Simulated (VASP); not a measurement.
Rh:

```xyz
2
Lattice="2.7310 0.0000 0.0000 -1.3655 2.3651 0.0000 0.0000 0.0000 4.4285" Properties=species:S:1:pos:R:3 pbc="T T T"
Rh    1.3655    0.7884    3.3214
Rh    0.0000    1.5767    1.1071
```

Base run:

```yaml
Program: VASP 6.6.1
Functional: LDA
Potentials_or_basis: VASP PAW LDA potentials, release 64 (Rh_pv)
Cutoff: 520 eV
k_mesh: 10 × 10 × 5
Occupations: gaussian, width 0.5 eV
Spin: no spin polarisation
```

Its results: band gap on the k mesh zero (band 15 reaches 11.69 eV, above the bottom of band 16 at 9.50 eV); pressure -16.8 GPa.

The run is repeated on the same cell with these changes: occupations from gaussian, width 0.5 eV to gaussian, width 0.1 eV. What comes out?

Band gap on the k mesh zero (band 15 reaches 11.68 eV, above the bottom of band 16 at 9.50 eV); pressure -18.7 GPa.
